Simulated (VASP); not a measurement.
Runs of VASP 6.6.1 on Na. The structure is that of space group P6_3/mmc (No. 194), or close to it. The cells are those of the table. This isn't the form of Na at room conditions, which is bcc.

| cell | gap on the mesh (eV) | pressure (GPa) |
| --- | --- | --- |
| a = 2.937, b = 2.937, c = 4.854 Å, angles 90.0, 90.0, 120.0°, 2 atoms | none | (a) |
| a = 3.313, b = 3.313, c = 5.449 Å, angles 90.0, 90.0, 120.0°, 2 atoms | none | 5.0 |
| a = 3.715, b = 3.715, c = 6.097 Å, angles 90.0, 90.0, 120.0°, 2 atoms | none | 0.0 |
| a = 3.137, b = 3.137, c = 5.165 Å, angles 90.0, 90.0, 120.0°, 2 atoms | none | 9.9 |

Alike in all rows: task single point; level PBEsol; potentials or basis VASP PAW PBE potentials, release 64 (Na_pv); no spin polarisation; k mesh 13 × 13 × 7; cutoff (eV) 520; smearing fermi-dirac 0.1 eV.

Problem. Fill in the values left out.

Solution. (a) 20.1.

Caveats: the PAW data sets were made with another functional, which shifts forces and pressure a little; the cell stands under pressure (at least some runs).

A gap of «none» marks levels without a gap at the run's occupations.
